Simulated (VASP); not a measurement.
# AlPt in VASP: a series of runs

The runs below take AlPt through single point, with LDA.

Program: VASP 6.6.1. These are calculated values, not measurements. Logs are shortened: lines on timing, memory, paths and dates and some standing lists are left out, and cuts for length are marked.

**1. The cell of the first run**

It takes space group Pm-3m (No. 221, cubic). Conventional cell: a = 3.092 Å, b = 3.092 Å, c = 3.092 Å, α = 90.00°, β = 90.00°, γ = 90.00°. Within 3.5 Å of Al (site symmetry m-3m) lie 8 Pt at 2.68 Å and 6 Al at 3.09 Å. Pt (site symmetry m-3m) has 8 Al at 2.68 Å and 6 Pt at 3.09 Å within 3.5 Å.

**2. Single point, LDA**

INCAR reads:

```
SYSTEM = AlPt
  PREC = Accurate
  ENCUT = 520
  EDIFF = 1E-6
  ISMEAR = -1
  SIGMA = 0.1
  LREAL = .False.
  LASPH = .True.
  NELM = 100
  ALGO = Normal
  ISIF = 2
  LWAVE = .False.
  LCHARG = .True.
  GGA = CA
  LELF = .True.
  LVHAR = .True.
  NBANDS = 14
```

KPOINTS reads:

```
Automatic mesh
0
Gamma
  7 7 7
  0.5 0.5 0.5
```

POSCAR reads:

```
AlPt
1.0
    3.0915460000      0.0000000000      0.0000000000
    0.0000000000      3.0915460000      0.0000000000
    0.0000000000      0.0000000000      3.0915460000
Al Pt
1 1
Direct
    0.0000000000      0.0000000000      0.0000000000
    0.5000000000      0.5000000000      0.5000000000
```

Potentials or basis: VASP PAW LDA potentials, release 64 (Al, Pt).

Command:

```bash
$ cat potpaw_LDA.64/Al/POTCAR potpaw_LDA.64/Pt/POTCAR > POTCAR
$ mpirun -np 1 vasp_std > vasp.out
```

OUTCAR:

```text
SYSTEM = AlPt
   PREC = Accurate
   ENCUT = 520
   EDIFF = 1E-6
   ISMEAR = -1
   LREAL = .False.
   LASPH = .True.
   NELM = 100
   ISIF = 2
   GGA = CA

 ion  position               nearest neighbor table
   1  0.000  0.000  0.000-   2 2.68   2 2.68   2 2.68   2 2.68   2 2.68   2 2.68   2 2.68   2 2.68

   2  0.500  0.500  0.500-   1 2.68   1 2.68   1 2.68   1 2.68   1 2.68   1 2.68   1 2.68   1 2.68

  LATTYP: Found a simple cubic cell.
 ALAT       =     3.0915460000

  Lattice vectors:

 A1 = (   3.0915460000,   0.0000000000,   0.0000000000)
 A2 = (   0.0000000000,   3.0915460000,   0.0000000000)
 A3 = (   0.0000000000,   0.0000000000,   3.0915460000)

Analysis of symmetry for initial positions (statically):
=====================================================================
 Subroutine PRICEL returns:
 Original cell was already a primitive cell.

 Routine SETGRP: Setting up the symmetry group for a
 simple cubic supercell.

 Subroutine GETGRP returns: Found 48 space group operations
 (whereof 48 operations were pure point group operations)
 out of a pool of 48 trial point group operations.

The static configuration has the point symmetry O_h .

Analysis of symmetry for dynamics (positions and initial velocities):
=====================================================================
 Subroutine PRICEL returns:
 Original cell was already a primitive cell.

 Routine SETGRP: Setting up the symmetry group for a
 simple cubic supercell.

 Subroutine GETGRP returns: Found 48 space group operations
 (whereof 48 operations were pure point group operations)
 out of a pool of 48 trial point group operations.

The dynamic configuration has the point symmetry O_h .

 Subroutine INISYM returns: Found 48 space group operations
 (whereof 48 operations are pure point group operations),
 and found     1 'primitive' translations

----------------------------------------------------------------------------------------

                                     Primitive cell

  volume of cell :      29.5479

  direct lattice vectors                    reciprocal lattice vectors
     3.091546000  0.000000000  0.000000000     0.323462759  0.000000000  0.000000000
     0.000000000  3.091546000  0.000000000     0.000000000  0.323462759  0.000000000
     0.000000000  0.000000000  3.091546000     0.000000000  0.000000000  0.323462759

  length of vectors
     3.091546000  3.091546000  3.091546000     0.323462759  0.323462759  0.323462759

  position of ions in fractional coordinates (direct lattice)
     0.000000000  0.000000000  0.000000000
     0.500000000  0.500000000  0.500000000

  ion indices of the primitive-cell ions
   primitive index   ion index
                 1           1
                 2           2

----------------------------------------------------------------------------------------

 KPOINTS: Automatic mesh

Automatic generation of k-mesh.
 Grid dimensions read from file:
 generate k-points for:    7    7    7

 Generating k-lattice:

  Cartesian coordinates                     Fractional coordinates (reciprocal lattice)
     0.046208966  0.000000000  0.000000000     0.142857143  0.000000000  0.000000000
     0.000000000  0.046208966  0.000000000     0.000000000  0.142857143  0.000000000
     0.000000000  0.000000000  0.046208966     0.000000000  0.000000000  0.142857143

  Length of vectors
     0.046208966  0.046208966  0.046208966

  Shift w.r.t. Gamma in fractional coordinates (k-lattice)
     0.500000000  0.500000000  0.500000000

 Subroutine IBZKPT returns following result:
 ===========================================

 Found     20 irreducible k-points:

 Following reciprocal coordinates:
            Coordinates               Weight
  0.071429  0.071429  0.071429      8.000000
  0.214286  0.071429  0.071429     24.000000
  0.357143  0.071429  0.071429     24.000000
  0.500000  0.071429  0.071429     12.000000
  0.214286  0.214286  0.071429     24.000000
  0.357143  0.214286  0.071429     48.000000
[... 12 lines left out ...]
  0.500000  0.500000  0.357143      6.000000
  0.500000  0.500000  0.500000      1.000000
   k-points           NKPTS =     20   k-points in BZ     NKDIM =     20   number of bands    NBANDS=     14
   number of dos      NEDOS =    301   number of ions     NIONS =      2
   total plane-waves  NPLWV =  13824
   dimension x,y,z NGX =    24 NGY =   24 NGZ =   24
   dimension x,y,z NGXF=    48 NGYF=   48 NGZF=   48
   ions per type =               1   1
   NGX,Y,Z   is equivalent  to a cutoff of  12.91, 12.91, 12.91 a.u.
   NGXF,Y,Z  is equivalent  to a cutoff of  25.81, 25.81, 25.81 a.u.
 SYSTEM =  AlPt
   PREC   = accura    normal or accurate (medium, high low for compatibility)
   ISTART =      0    job   : 0-new  1-cont  2-samecut
   ICHARG =      2    charge: 1-file 2-atom 10-const
   ISPIN  =      1    spin polarized calculation?
   LNONCOLLINEAR =      F non collinear calculations
   LSORBIT =      F    spin-orbit coupling
   LASPH  =      T    aspherical Exc in radial PAW
   ENCUT  =  520.0 eV  38.22 Ry    6.18 a.u.   5.75  5.75  5.75*2*pi/ulx,y,z
   NELM   =    100;   NELMIN=  2; NELMDL= -5     # of ELM steps
   EDIFF  = 0.1E-05   stopping-criterion for ELM
   LREAL  =      F    real-space projection
   EDIFFG = 0.1E-04   stopping-criterion for IOM
   NSW    =      0    number of steps for IOM
   IBRION =     -1    ionic relax: 0-MD 1-quasi-New 2-CG
   NFREE  =      0    steps in history (QN), initial steepest desc. (CG)
   ISIF   =      2    stress and relaxation
   ISYM   =      2    0-nonsym 1-usesym 2-fastsym
   POTIM  = 0.5000    time-step for ionic-motion
   TEBEG  =    0.0;   TEEND  =   0.0 temperature during run
   PSTRESS=    0.0 pullay stress
   NELECT =      13.0000    total number of electrons
   NUPDOWN=      -1.0000    fix difference up-down
   EMIN   =  10.00;   EMAX   =-10.00  energy-range for DOS
   EFERMI =   0.00;   METHOD = LEGACY
   ISMEAR =    -1;   SIGMA  =   0.10  broadening in eV -4-tet -1-fermi 0-gaus
   EFERMI_NEDOS =   21; number of points for ismear=-14 and -15
   IALGO  =     38    algorithm
   IMIX   =      4    mixing-type and parameters
     AMIX     =   0.40;   BMIX     =  1.00
     AMIX_MAG =   1.60;   BMIX_MAG =  1.00
  volume/ion in A,a.u.               =      14.77        99.70
  Fermi-wavevector in a.u.,A,eV,Ry     =   1.245127  2.352948 21.093665  1.550341
  Thomas-Fermi vector in A             =   2.379363
   LORBIT       =      0    0 simple, 1 ext, 2 COOP (PROOUT), +10 PAW based schemes
   GGA     = CA    functional components
   LHFCALC =     F    Hartree Fock is set to
   AEXX    =    0.0000 exact exchange contribution
   IVDW    =     0    specifies the selected vdW correction
   LEPSILON=     F    determine dielectric tensor
   LRPA    =     F    only Hartree local field effects (RPA)
 non-spin polarized calculation
  energy-cutoff  :      520.00
  volume of cell :       29.55
 maximum number of plane-waves:       840
 NGX is ok and might be reduce to    24
   NGX = 11   NGY = 11   NGZ = 11

 number of electron      12.9999997 magnetization

 Free energy of the ion-electron system (eV)
  ---------------------------------------------------
  ext. energy  EPLUGINS =         0.00000000
  ---------------------------------------------------
  free energy    TOTEN  =       -13.56134550 eV

  energy without entropy =      -13.52698373  energy(sigma->0) =      -13.54416462

 E-fermi :  10.5263     XC(G=0): -12.2811

 val. band max:       10.4803488169   @ k =   0.3571   0.2143   0.0714
 cond. band min:      10.6380265016   @ k =   0.5000   0.3571   0.3571
 fundamental gap:      0.1576776847
 Fermi energy:        10.5263196621

 k-point     1 :       0.0714    0.0714    0.0714
  band No.  band energies     occupation
      1      -0.6710      2.00000
      2       5.0833      2.00000
      3       5.0833      2.00000
      4       7.7039      2.00000
      5       7.7793      2.00000
      6       7.7793      2.00000
      7      14.0600      0.00000
      8      14.1929      0.00000
      9      14.1929      0.00000
     10      20.0224      0.00000
     11      20.0224      0.00000
     12      21.1297      0.00000
     13      27.2455      0.00000
     14      27.2525      0.00000

 k-point     2 :       0.2143    0.0714    0.0714
  band No.  band energies     occupation
      1       0.0471      2.00000
      2       5.2369      2.00000
      3       5.2663      2.00000
      4       7.1728      2.00000
      5       7.2037      2.00000
      6       7.8389      2.00000
      7      11.7291      0.00001
      8      15.1379      0.00000
      9      15.2807      0.00000
     10      19.0410      0.00000
     11      20.9462      0.00000
     12      24.1239      0.00000
     13      24.3357      0.00000
     14      25.0125      0.00000

 k-point     3 :       0.3571    0.0714    0.0714
  band No.  band energies     occupation
      1       1.3590      2.00000
      2       4.6985      2.00000
      3       5.5250      2.00000
      4       6.6110      2.00000
      5       6.8332      2.00000
      6       7.9310      2.00000
      7      10.0534      1.98248
      8      16.5326      0.00000
      9      16.6922      0.00000
     10      18.3571      0.00000
     11      21.2691      0.00000
     12      21.7805      0.00000
     13      22.6056      0.00000
     14      25.3367      0.00000
[... 256 lines left out ...]
 k-point    19 :       0.5000    0.5000    0.3571
  band No.  band energies     occupation
      1       3.8852      2.00000
      2       4.4356      2.00000
      3       4.4356      2.00000
      4       8.0475      2.00000
      5       9.2239      2.00000
      6      11.4422      0.00021
      7      11.4422      0.00021
      8      11.6879      0.00002
      9      11.9388      0.00000
     10      16.6949      0.00000
     11      17.7139      0.00000
     12      17.7152      0.00000
     13      17.7152      0.00000
     14      31.0944      0.00000

 k-point    20 :       0.5000    0.5000    0.5000
  band No.  band energies     occupation
      1       4.1675      2.00000
      2       4.1675      2.00000
      3       4.1675      2.00000
      4       9.2382      1.99999
      5       9.2382      1.99999
      6      11.0768      0.00810
      7      12.3950      0.00000
      8      12.3950      0.00000
      9      12.3950      0.00000
     10      15.3239      0.00000
     11      16.5754      0.00000
     12      16.5754      0.00000
     13      16.5754      0.00000
     14      33.4856      0.00000

------------------------ aborting loop because EDIFF is reached ----------------------------------------

  FORCE on cell =-STRESS in cart. coord.  units (eV):
  Direction    XX          YY          ZZ          XY          YZ          ZX
  --------------------------------------------------------------------------------------
  -------------------------------------------------------------------------------------
  Total       -1.6644485     -1.6644485     -1.6644485      0.0000000      0.0000000     -0.0000000
  in kB      -90.2513724    -90.2513724    -90.2513724      0.0000000      0.0000000     -0.0000000
  external PRESSURE =     -90.2513724 kB  Pullay stress =       0.0000000 kB

 VOLUME and BASIS-vectors are now :
 -----------------------------------------------------------------------------
  energy-cutoff  :      520.00
  volume of cell :       29.55
      direct lattice vectors                 reciprocal lattice vectors
     3.091546000  0.000000000  0.000000000     0.323462759  0.000000000  0.000000000
     0.000000000  3.091546000  0.000000000     0.000000000  0.323462759  0.000000000
     0.000000000  0.000000000  3.091546000     0.000000000  0.000000000  0.323462759

 POSITION                                       TOTAL-FORCE (eV/Angst)
 -----------------------------------------------------------------------------------
      0.00000      0.00000      0.00000         0.000000      0.000000      0.000000
      1.54577      1.54577      1.54577         0.000000      0.000000      0.000000
 -----------------------------------------------------------------------------------
    total drift:                                0.000000     -0.000000     -0.000000

  FREE ENERGIE OF THE ION-ELECTRON SYSTEM (eV)
  ---------------------------------------------------
  free  energy   TOTEN  =       -13.5613455015 eV

  energy  without entropy=      -13.5269837290  energy(sigma->0) =      -13.54416462
```

Run time: 8.3 s. Hardware: 1 thread of Intel Xeon Platinum 8259CL at 2.50GHz (Skylake/Cascade Lake), shared host; peak memory 0.13 GiB.

What came out:

| Item | Value |
| --- | --- |
| Free energy | -13.5613 eV |
| Pressure | -9.0 GPa |

Caveat: spin-orbit coupling is left out, which moves the levels of the heavy elements.

**3. Single point, LDA**

INCAR reads:

```
  ALGO = Normal
  EDIFF = 1E-7
  ENCUT = 520
  GGA = CA
  ISIF = 2
  ISMEAR = -1
  LASPH = True
  LCHARG = True
  LELF = True
  LREAL = False
  LVHAR = True
  LWAVE = False
  NBANDS = 14
  NELM = 60
  PREC = Accurate
  SIGMA = 0.1
```

KPOINTS is that of step 2.

POSCAR: that of step 2 with these lines changed.

```diff
@@ -8,3 +8,3 @@
 Direct
-    0.0000000000      0.0000000000      0.0000000000
+    0.0000000000      0.0000000000      0.0050000000
     0.5000000000      0.5000000000      0.5000000000
```

Potentials or basis: VASP PAW LDA potentials, release 64 (Al, Pt).

Command:

```bash
$ cat potpaw_LDA.64/Al/POTCAR potpaw_LDA.64/Pt/POTCAR > POTCAR
$ mpirun -np 1 vasp_std > vasp.out
```

Run time: 14 s. Hardware: 1 thread of Intel Xeon Platinum 8259CL at 2.50GHz (Skylake/Cascade Lake), shared host; peak memory 0.14 GiB.

Results (log left out):

```yaml
Free_energy: -13.5610 eV
Pressure: -9.0 GPa
Largest_force: 0.049 eV/Å
```

Forces in eV/Å, atoms in the order of the input:
```
Al   0.000  0.000 -0.049
Pt   0.000  0.000  0.049
```

Levels at points of the mesh, in eV from the Fermi level:
```csv
k point,band 5,band 6,band 7,band 8,band 9,band 10
"(0.50, 0.50, 0.50)",-1.29,0.55,1.87,1.87,1.87,4.80
```

Caveat: spin-orbit coupling is left out, which moves the levels of the heavy elements.
